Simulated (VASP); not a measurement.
## Ta4O: single point with PBE

Ta4O:

```
CELL_PARAMETERS angstrom
2.73193 1.57728 2.82503
-2.73193 1.57728 2.82503
0.00000 -3.15456 2.82503
ATOMIC_POSITIONS crystal
Ta 0.32944 0.87101 0.32944
Ta 0.32944 0.32944 0.87101
Ta 0.87101 0.32944 0.32944
Ta 0.66100 0.66100 0.66100
O 0.13761 0.13761 0.13761
```

* Program: VASP 6.6.1
* Task: single point
* Functional: PBE
* Potentials or basis: VASP PAW PBE potentials, release 64 (Ta_pv, O)
* Cutoff: 520 eV
* k mesh: 6 × 6 × 6
* Occupations: gaussian, width 0.1 eV
* Spin: no spin polarisation

- Pressure: 186.8 GPa
- Largest force: 34.969 eV/Å
- Band gap on the k mesh: zero (band 25 reaches 7.35 eV, above the bottom of band 26 at 6.16 eV)

Forces on the atoms (eV/Å):
```
Ta   30.177 -17.423   2.937
Ta    0.000  34.845   2.937
Ta  -30.177 -17.423   2.937
Ta    0.000   0.000  17.816
O     0.000   0.000 -26.626
```

Stress tensor (GPa, compression positive):
```
252.68   0.00   0.00
  0.00 252.68   0.00
  0.00   0.00  55.01
```

Levels at points of the mesh, in eV from the Fermi level:
| k point | band 23 | band 24 | band 25 | band 26 | band 27 | band 28 |
| --- | --- | --- | --- | --- | --- | --- |
| (0.00, 0.00, 0.00) | -1.45 | -0.15 | -0.15 | 1.96 | 1.96 | 2.91 |
| (0.50, 0.00, 0.00) | -1.41 | -1.10 | -0.28 | 0.64 | 0.70 | 1.82 |
| (0.50, 0.50, 0.00) | -1.77 | -1.14 | -0.38 | -0.29 | 0.58 | 1.47 |
| (0.50, 0.50, 0.50) | -0.29 | -0.29 | 0.17 | 1.70 | 2.45 | 2.45 |

Wall time 37 s on 1 thread of AMD EPYC 9R45 96-Core Processor (Zen 5) (shared host), peak memory 0.18 GiB.

Caveat: spin-orbit coupling is left out, which moves the levels of the heavy elements; forces of over 1 eV/Å act on the atoms, so gaps and moduli don't describe the material at rest.
